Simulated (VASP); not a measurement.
# AlN (P6_3mc) in VASP: a series of runs, part 2 of 2

VASP 6.6.1. The steps go on from the part before.

## (3) Single point, HSE06

File POSCAR:

```
AlN
1.0
    3.1066937622      0.0000000000      0.0000000000
   -1.5533468811      2.6904757198      0.0000000000
    0.0000000000      0.0000000000      4.9785915530
Al N
2 2
Direct
    0.3333333333      0.6666666667     -0.0032954729
    0.6666666667      0.3333333333      0.4967045271
    0.3333333333      0.6666666667      0.3782954729
    0.6666666667      0.3333333333      0.8782954729
```

File INCAR.step1:

```
PREC = Accurate
ENCUT = 520
EDIFF = 1E-5
ISMEAR = 0
SIGMA = 0.01
LREAL = False
LASPH = True
NELM = 100
ALGO = Normal
ISIF = 2
LWAVE = True
LCHARG = False
NBANDS = 16
GGA = PE
```

File INCAR.step2:

```
PREC = Accurate
ENCUT = 520
EDIFF = 1E-7
ISMEAR = 0
SIGMA = 0.01
LREAL = False
LASPH = True
NELM = 100
ALGO = Normal
ISIF = 2
LWAVE = False
LCHARG = False
GGA = PE
LHFCALC = True
HFSCREEN = 0.2079
PRECFOCK = Normal
NBANDS = 16
ISTART = 1
```

File KPOINTS:

```
regular mesh
0
Gamma
  3 3 3
```

Potentials or basis: VASP PAW PBE potentials, release 64 (Al, N).

Launch:

```console
$ cat potpaw_PBE.64/Al/POTCAR potpaw_PBE.64/N/POTCAR > POTCAR
$ cp INCAR.step1 INCAR
$ mpirun -np 1 vasp_std > vasp.out
$ cp INCAR.step2 INCAR
$ mpirun -np 1 vasp_std > vasp.out
```

OUTCAR:

```text
PREC = Accurate
   ENCUT = 520
   EDIFF = 1E-7
   ISMEAR = 0
   LREAL = False
   LASPH = True
   NELM = 100
   ISIF = 2
   GGA = PE
   LHFCALC = True
   HFSCREEN = 0.2079
   PRECFOCK = Normal
   ISTART = 1

 ion  position               nearest neighbor table
   1  0.333  0.667  0.997-   4 1.89   4 1.89   4 1.89   3 1.90   2 3.07   2 3.07   2 3.07   2 3.07
                             2 3.07   2 3.07
[... 308 lines left out ...]
  FORCE on cell =-STRESS in cart. coord.  units (eV):
  Direction    XX          YY          ZZ          XY          YZ          ZX
  --------------------------------------------------------------------------------------
  -------------------------------------------------------------------------------------
  Total       -0.0480958     -0.0480958     -0.5051302      0.0000000      0.0000000      0.0000000
  in kB       -1.8517552     -1.8517552    -19.4482211      0.0000000      0.0000000      0.0000000
  external PRESSURE =      -7.7172438 kB  Pullay stress =       0.0000000 kB

 VOLUME and BASIS-vectors are now :
 -----------------------------------------------------------------------------
  energy-cutoff  :      520.00
  volume of cell :       41.61
      direct lattice vectors                 reciprocal lattice vectors
     3.106693762  0.000000000  0.000000000     0.321885605  0.185840740  0.000000000
    -1.553346881  2.690475720  0.000000000     0.000000000  0.371681481  0.000000000
     0.000000000  0.000000000  4.978591553     0.000000000  0.000000000  0.200860020

 POSITION                                       TOTAL-FORCE (eV/Angst)
 -----------------------------------------------------------------------------------
     -0.00000      1.79365      4.96218        -0.000000      0.000000     -0.072331
      1.55335      0.89683      2.47289         0.000000      0.000000     -0.072331
     -0.00000      1.79365      1.88338        -0.000000      0.000000      0.072331
      1.55335      0.89683      4.37267         0.000000     -0.000000      0.072331
 -----------------------------------------------------------------------------------
    total drift:                               -0.000000     -0.000000     -0.000724

  FREE ENERGIE OF THE ION-ELECTRON SYSTEM (eV)
  ---------------------------------------------------
  free  energy   TOTEN  =       -34.7430798031 eV

  energy  without entropy=      -34.7430798031  energy(sigma->0) =      -34.74307980
```

OUTCAR.step1:

```text
PREC = Accurate
   ENCUT = 520
   EDIFF = 1E-5
   ISMEAR = 0
   LREAL = False
[... 327 lines left out ...]
     -0.00000      1.79365      4.96218         0.000000     -0.000000     -0.078792
      1.55335      0.89683      2.47289        -0.000000      0.000000     -0.078792
     -0.00000      1.79365      1.88338         0.000000      0.000000      0.078792
      1.55335      0.89683      4.37267        -0.000000     -0.000000      0.078792
 -----------------------------------------------------------------------------------
    total drift:                               -0.000000     -0.000000     -0.000436

  FREE ENERGIE OF THE ION-ELECTRON SYSTEM (eV)
  ---------------------------------------------------
  free  energy   TOTEN  =       -29.5805812403 eV

  energy  without entropy=      -29.5805812403  energy(sigma->0) =      -29.58058124
```

OSZICAR.step1:

```text
N       E                     dE             d eps       ncg     rms          rms(c)
DAV:   1     0.404193788880E+02    0.40419E+02   -0.72518E+03   192   0.893E+02
DAV:   2    -0.310483812059E+02   -0.71468E+02   -0.66474E+02   256   0.191E+02
DAV:   3    -0.344456470973E+02   -0.33973E+01   -0.33881E+01   256   0.429E+01
DAV:   4    -0.344666151144E+02   -0.20968E-01   -0.20967E-01   224   0.373E+00
DAV:   5    -0.344668986670E+02   -0.28355E-03   -0.28355E-03   264   0.446E-01    0.123E+01
DAV:   6    -0.295705076704E+02    0.48964E+01   -0.10824E+01   224   0.239E+01    0.423E+00
DAV:   7    -0.295908371283E+02   -0.20329E-01   -0.74295E-01   216   0.613E+00    0.299E+00
DAV:   8    -0.295854619127E+02    0.53752E-02   -0.64827E-02   208   0.233E+00    0.609E-01
DAV:   9    -0.295799614274E+02    0.55005E-02   -0.13707E-02   248   0.862E-01    0.251E-01
DAV:  10    -0.295806942859E+02   -0.73286E-03   -0.28255E-03   200   0.331E-01    0.146E-01
DAV:  11    -0.295805768737E+02    0.11741E-03   -0.26057E-04   216   0.122E-01    0.350E-02
DAV:  12    -0.295805812403E+02   -0.43666E-05   -0.16931E-05   216   0.326E-02
   1 F= -.29580581E+02 E0= -.29580581E+02  d E =-.119598E-14
```

Wall time 67 s (1 thread of Intel Xeon Platinum 8488C (Sapphire Rapids), shared host); peak memory 0.24 GiB.

What came out:

```yaml
Free_energy: -34.7431 eV
Pressure: -0.8 GPa
Largest_force: 0.072 eV/Å
Band_gap_on_the_k_mesh: 5.59 eV, direct
```

Forces in eV/Å, atoms in the order of the input:
```
Al   0.000  0.000 -0.072
Al   0.000  0.000 -0.072
N    0.000  0.000  0.072
N    0.000  0.000  0.072
```

Caveat: the k points lie up to 0.78 Å⁻¹ apart; the PAW data sets were made with another functional, which shifts forces and pressure a little.

## (4) Single point, PBE-based screened hybrid

POSCAR is that of step 3.

File INCAR.step1:

```
ALGO     = Normal         # electronic algorithm
EDIFF    = 1E-5           # SCF threshold, eV
ENCUT    = 520            # plane-wave cutoff, eV
GGA      = PE             # functional
ISIF     = 2              # what is computed and relaxed
ISMEAR   = 0              # smearing method
LASPH    = True           # aspherical terms in the spheres
LCHARG   = False          # write CHGCAR
LREAL    = False          # projectors in reciprocal space
LWAVE    = True           # write WAVECAR
NBANDS   = 16             # bands
NELM     = 80             # most SCF steps
PREC     = Accurate       # precision mode
SIGMA    = 0.01           # smearing width, eV
```

File INCAR.step2:

```
AEXX     = 0.5            # exact-exchange fraction
ALGO     = Normal         # electronic algorithm
EDIFF    = 1E-6           # SCF threshold, eV
ENCUT    = 520            # plane-wave cutoff, eV
GGA      = PE             # functional
HFSCREEN = 0.5            # screening, 1/A
ISIF     = 2              # what is computed and relaxed
ISMEAR   = 0              # smearing method
ISTART   = 1            
LASPH    = True           # aspherical terms in the spheres
LCHARG   = False          # write CHGCAR
LHFCALC  = True           # exact exchange
LREAL    = False          # projectors in reciprocal space
LWAVE    = False          # write WAVECAR
NBANDS   = 16             # bands
NELM     = 80             # most SCF steps
PREC     = Accurate       # precision mode
PRECFOCK = Normal       
SIGMA    = 0.01           # smearing width, eV
```

File KPOINTS:

```
k-points
0
Gamma
  6 6 2
```

Potentials or basis: VASP PAW PBE potentials, release 64 (Al, N).

Launch:

```console
$ cat potpaw_PBE.64/Al/POTCAR potpaw_PBE.64/N/POTCAR > POTCAR
$ cp INCAR.step1 INCAR
$ mpirun -np 1 vasp_std > vasp.out
$ cp INCAR.step2 INCAR
$ mpirun -np 1 vasp_std > vasp.out
```

OUTCAR:

```text
AEXX = 0.5
   EDIFF = 1E-6
   ENCUT = 520
   GGA = PE
   HFSCREEN = 0.5
   ISIF = 2
   ISMEAR = 0
   ISTART = 1
   LASPH = True
   LHFCALC = True
   LREAL = False
   NELM = 80
   PREC = Accurate
   PRECFOCK = Normal

 ion  position               nearest neighbor table
   1  0.333  0.667  0.997-   4 1.89   4 1.89   4 1.89   3 1.90   2 3.07   2 3.07   2 3.07   2 3.07
                             2 3.07   2 3.07
   2  0.667  0.333  0.497-   3 1.89   3 1.89   3 1.89   4 1.90   1 3.07   1 3.07   1 3.07   1 3.07
                             1 3.07   1 3.07
   3  0.333  0.667  0.378-   2 1.89   2 1.89   2 1.89   1 1.90
   4  0.667  0.333  0.878-   1 1.89   1 1.89   1 1.89   2 1.90

  LATTYP: Found a hexagonal cell.
 ALAT       =     3.1066937622
 C/A-ratio  =     1.6025369522

  Lattice vectors:

 A1 = (   3.1066937622,   0.0000000000,   0.0000000000)
 A2 = (  -1.5533468811,   2.6904757198,   0.0000000000)
 A3 = (   0.0000000000,   0.0000000000,   4.9785915530)

Analysis of symmetry for initial positions (statically):
=====================================================================
 Subroutine PRICEL returns:
 Original cell was already a primitive cell.

 Routine SETGRP: Setting up the symmetry group for a
 hexagonal supercell.

 Subroutine GETGRP returns: Found 12 space group operations
 (whereof  6 operations were pure point group operations)
 out of a pool of 24 trial point group operations.

The static configuration has the point symmetry C_3v.
 The point group associated with its full space group is C_6v.

Analysis of symmetry for dynamics (positions and initial velocities):
=====================================================================
 Subroutine PRICEL returns:
 Original cell was already a primitive cell.

 Routine SETGRP: Setting up the symmetry group for a
 hexagonal supercell.

 Subroutine GETGRP returns: Found 12 space group operations
 (whereof  6 operations were pure point group operations)
 out of a pool of 24 trial point group operations.

The dynamic configuration has the point symmetry C_3v.
 The point group associated with its full space group is C_6v.

 Subroutine INISYM returns: Found 12 space group operations
 (whereof  6 operations are pure point group operations),
 and found     1 'primitive' translations

----------------------------------------------------------------------------------------

                                     Primitive cell

  volume of cell :      41.6135

  direct lattice vectors                    reciprocal lattice vectors
     3.106693762  0.000000000  0.000000000     0.321885605  0.185840740  0.000000000
    -1.553346881  2.690475720  0.000000000     0.000000000  0.371681481  0.000000000
     0.000000000  0.000000000  4.978591553     0.000000000  0.000000000  0.200860020

  length of vectors
     3.106693762  3.106693762  4.978591553     0.371681481  0.371681481  0.200860020

  position of ions in fractional coordinates (direct lattice)
[... 50 lines left out ...]
  0.500000  0.000000  0.500000      3.000000
  0.166667  0.166667  0.500000      6.000000
  0.333333  0.166667  0.500000     12.000000
  0.333333  0.333333  0.500000      2.000000
   k-points           NKPTS =     14   k-points in BZ     NKDIM =     72   number of bands    NBANDS=     16
   number of dos      NEDOS =    301   number of ions     NIONS =      4
   total plane-waves  NPLWV =  23040
   dimension x,y,z NGX =    24 NGY =   24 NGZ =   40
   dimension x,y,z NGXF=    48 NGYF=   48 NGZF=   80
   ions per type =               2   2
   NGX,Y,Z   is equivalent  to a cutoff of  12.84, 12.84, 13.36 a.u.
   NGXF,Y,Z  is equivalent  to a cutoff of  25.69, 25.69, 26.71 a.u.
 SYSTEM =  unknown system
   PREC   = accura    normal or accurate (medium, high low for compatibility)
   ISTART =      1    job   : 0-new  1-cont  2-samecut
   ICHARG =      0    charge: 1-file 2-atom 10-const
   ISPIN  =      1    spin polarized calculation?
   LNONCOLLINEAR =      F non collinear calculations
   LSORBIT =      F    spin-orbit coupling
   LASPH  =      T    aspherical Exc in radial PAW
   ENCUT  =  520.0 eV  38.22 Ry    6.18 a.u.   5.78  5.78  9.26*2*pi/ulx,y,z
   NELM   =     80;   NELMIN=  2; NELMDL=  0     # of ELM steps
   EDIFF  = 0.1E-05   stopping-criterion for ELM
   LREAL  =      F    real-space projection
   EDIFFG = 0.1E-04   stopping-criterion for IOM
   NSW    =      0    number of steps for IOM
   IBRION =     -1    ionic relax: 0-MD 1-quasi-New 2-CG
   NFREE  =      0    steps in history (QN), initial steepest desc. (CG)
   ISIF   =      2    stress and relaxation
   ISYM   =      3    0-nonsym 1-usesym 2-fastsym
   POTIM  = 0.5000    time-step for ionic-motion
   TEBEG  =    0.0;   TEEND  =   0.0 temperature during run
   PSTRESS=    0.0 pullay stress
   NELECT =      16.0000    total number of electrons
   NUPDOWN=      -1.0000    fix difference up-down
   EMIN   =  10.00;   EMAX   =-10.00  energy-range for DOS
   EFERMI =   0.00;   METHOD = LEGACY
   ISMEAR =     0;   SIGMA  =   0.01  broadening in eV -4-tet -1-fermi 0-gaus
   EFERMI_NEDOS =   21; number of points for ismear=-14 and -15
   IALGO  =     38    algorithm
   IMIX   =      1    mixing-type and parameters
     AMIX     =   0.40;   BMIX     =  1.00
     AMIX_MAG =   1.60;   BMIX_MAG =  1.00
  volume/ion in A,a.u.               =      10.40        70.21
  Fermi-wavevector in a.u.,A,eV,Ry     =   1.190429  2.249585 19.281103  1.417121
  Thomas-Fermi vector in A             =   2.326514
   LORBIT       =      0    0 simple, 1 ext, 2 COOP (PROOUT), +10 PAW based schemes
   GGA     = PE    functional components
   LHFCALC =     T    Hartree Fock is set to
   PRECFOCK=normal    Normal, Fast or Accurate (Low or Medium for compatibility)
   ENCUT4O =  -1.0   cutoff for four orbital integrals eV
   NKREDX  =     1    reduce k-point grid by
   NKREDY  =     1    reduce k-point grid by
   NKREDZ  =     1    reduce k-point grid by
   AEXX    =    0.5000 exact exchange contribution
   HFSCREEN=    0.5000 screening length (either q_TF or 0.3 A-1)
   HFSCREENC=   0.5000 screening length for correlation (either q_TF or 0.3 A-1)
   ENCUTFOCK=  -1.0 apply spherical cutoff to Coloumb kernel
   IVDW    =     0    specifies the selected vdW correction
   LEPSILON=     F    determine dielectric tensor
   LRPA    =     F    only Hartree local field effects (RPA)
 non-spin polarized calculation
 Gauss-broadening in eV      SIGMA  =   0.01
  energy-cutoff  :      520.00
  volume of cell :       41.61
 maximum number of plane-waves:      1152
 NGX is ok and might be reduce to    24
  NGX = 18; NGY = 18; NGZ = 28

 number of electron      15.9999997 magnetization

 Free energy of the ion-electron system (eV)
  ---------------------------------------------------
  ext. energy  EPLUGINS =         0.00000000
  ---------------------------------------------------
  free energy    TOTEN  =       -36.16833591 eV

  energy without entropy =      -36.16833591  energy(sigma->0) =      -36.16833591

 E-fermi :   5.1616     XC(G=0):  -7.9446

 val. band max:        5.1010232277   @ k =   0.0000   0.0000   0.0000
 cond. band min:      10.8603729887   @ k =   0.0000   0.0000   0.0000
 fundamental gap:      5.7593497610
 Fermi energy:         5.1616470191

 k-point     1 :       0.0000    0.0000    0.0000
  band No.  band energies     occupation
      1     -12.5715      2.00000
      2     -10.2429      2.00000
      3      -1.4965      2.00000
      4       4.1097      2.00000
      5       4.1097      2.00000
      6       4.8636      2.00000
[... 243 lines left out ...]
      3      -0.2554      2.00000
      4      -0.2554      2.00000
      5       0.8798      2.00000
      6       0.8798      2.00000
[... 8 lines left out ...]
     15      20.9176      0.00000
     16      20.9176      0.00000

------------------------ aborting loop because EDIFF is reached ----------------------------------------

  FORCE on cell =-STRESS in cart. coord.  units (eV):
  Direction    XX          YY          ZZ          XY          YZ          ZX
  --------------------------------------------------------------------------------------
  -------------------------------------------------------------------------------------
  Total       -0.9841612     -0.9841612     -0.9940849      0.0000000      0.0000000      0.0000000
  in kB      -37.8915861    -37.8915861    -38.2736646      0.0000000      0.0000000      0.0000000
  external PRESSURE =     -38.0189456 kB  Pullay stress =       0.0000000 kB

 VOLUME and BASIS-vectors are now :
 -----------------------------------------------------------------------------
  energy-cutoff  :      520.00
  volume of cell :       41.61
      direct lattice vectors                 reciprocal lattice vectors
     3.106693762  0.000000000  0.000000000     0.321885605  0.185840740  0.000000000
    -1.553346881  2.690475720  0.000000000     0.000000000  0.371681481  0.000000000
     0.000000000  0.000000000  4.978591553     0.000000000  0.000000000  0.200860020

 POSITION                                       TOTAL-FORCE (eV/Angst)
 -----------------------------------------------------------------------------------
     -0.00000      1.79365      4.96218         0.000000     -0.000000     -0.005794
      1.55335      0.89683      2.47289        -0.000000      0.000000     -0.005794
     -0.00000      1.79365      1.88338         0.000000     -0.000000      0.005794
      1.55335      0.89683      4.37267        -0.000000      0.000000      0.005794
 -----------------------------------------------------------------------------------
    total drift:                               -0.000000     -0.000000     -0.000256

  FREE ENERGIE OF THE ION-ELECTRON SYSTEM (eV)
  ---------------------------------------------------
  free  energy   TOTEN  =       -36.1683359113 eV

  energy  without entropy=      -36.1683359113  energy(sigma->0) =      -36.16833591
```

Run time: 6.2 min. Hardware: 1 thread of Intel Xeon Platinum 8488C (Sapphire Rapids), shared host; peak memory 0.25 GiB.

What came out:

```yaml
Free_energy: -36.1683 eV
Pressure: -3.8 GPa
Largest_force: 0.006 eV/Å
Band_gap_on_the_k_mesh: 5.76 eV, direct
```

Forces on the atoms (eV/Å):
```
Al   0.000  0.000 -0.006
Al   0.000  0.000 -0.006
N    0.000  0.000  0.006
N    0.000  0.000  0.006
```

Caveat: the k points lie up to 0.63 Å⁻¹ apart; the PAW data sets were made with another functional, which shifts forces and pressure a little.

## (5) Overview

| level | k mesh | grid for exact exchange (PRECFOCK) | screening parameter | share of exact exchange | gap on the mesh (eV) | pressure (GPa) | largest force (eV/Å) |
| --- | --- | --- | --- | --- | --- | --- | --- |
| r2SCAN | 6 × 6 × 4 | - | - | - | 4.92 | -0.4 | - |
| HSE06 | 3 × 3 × 3 | Normal | 0.2079 1/Å | - | 5.59 | -0.8 | 0.07 |
| PBE-based screened hybrid | 6 × 6 × 2 | Normal | 0.5 1/Å | 0.5 | 5.76 | -3.8 | 0.01 |

Alike in all rows: task single point; potentials or basis VASP PAW PBE potentials, release 64 (Al, N); no spin polarisation; cell as given; cutoff (eV) 520; smearing gaussian 0.01 eV.

Caveats: some runs use coarse meshes; the PAW data sets were made with another functional, which shifts forces and pressure a little.

Absolute energies hang on the potentials; compare differences alone.
